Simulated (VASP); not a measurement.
A run of VASP 6.6.1 is set up as follows.

INCAR

```
SYSTEM = Be2Si
ALGO = Fast
EDIFF = 1E-6
ENCUT = 520
GGA = PE
ISIF = 2
ISMEAR = 1
IVDW = 13
LASPH = .True.
LCHARG = .False.
LREAL = .False.
LWAVE = .False.
NBANDS = 11
NELECT = 9.0
NELM = 100
PREC = Accurate
SIGMA = 0.015
```

File KPOINTS:

```
k-points
0
Gamma
  8 8 8
  0 0 0
```

The input POSCAR:

```
Be2Si
1.0
    0.0000000000      2.6400000000      2.6400000000
    2.6400000000      0.0000000000      2.6400000000
    2.6400000000      2.6400000000      0.0000000000
Be Si
2 1
Direct
    0.7500000000      0.7500000000      0.7500000000
    0.2500000000      0.2500000000      0.2500000000
    0.0000000000      0.0000000000      0.0000000000
```

Potentials or basis: VASP PAW PBE potentials, release 64 (Be, Si).

Run with:

```bash
$ cat potpaw_PBE.64/Be/POTCAR potpaw_PBE.64/Si/POTCAR > POTCAR
$ mpirun -np 1 vasp_std > vasp.out
```

Question: Predict the dispersion energy per atom.

Answer: -0.189 eV.

Caveat: the cell carries a net charge on a neutralising background, which shifts energy and pressure.
